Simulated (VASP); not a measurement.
Runs of VASP 6.6.1 on Os. The structure is that of space group Fm-3m (No. 225), or close to it. The cells are those of the table. This isn't the form of Os at room conditions, which is hcp.

```csv
level,cell,k mesh,cutoff (eV),gap on the mesh (eV),pressure (GPa)
PBE,"a = 2.755 Å, angles 60.0°, 1 atom",8 × 8 × 8,600,none,-11.5
r2SCAN,"a = 2.726 Å, angles 60.0°, 1 atom",18 × 18 × 18,660,none,(a)
r2SCAN,"a = 2.680 Å, angles 60.0°, 1 atom",18 × 18 × 18,660,none,16.5
PBE,"a = 2.726 Å, angles 60.0°, 1 atom",8 × 8 × 8,600,none,0.0
```

Alike in all rows: task single point; potentials or basis VASP PAW PBE potentials, release 64 (Os); no spin polarisation; smearing gaussian 0.05 eV.

Problem. Estimate the missing entries.

Solution. (a) -6.6.

Caveats: spin-orbit coupling is left out, which moves the levels of the heavy elements; the cell stands under tension (at least some runs); the PAW data sets were made with another functional, which shifts forces and pressure a little (at least some runs); the cell stands under pressure (at least some runs).

A k mesh can miss the band edges, and the runs leave out spin-orbit coupling on Os.

A gap of «none» marks levels without a gap at the run's occupations.
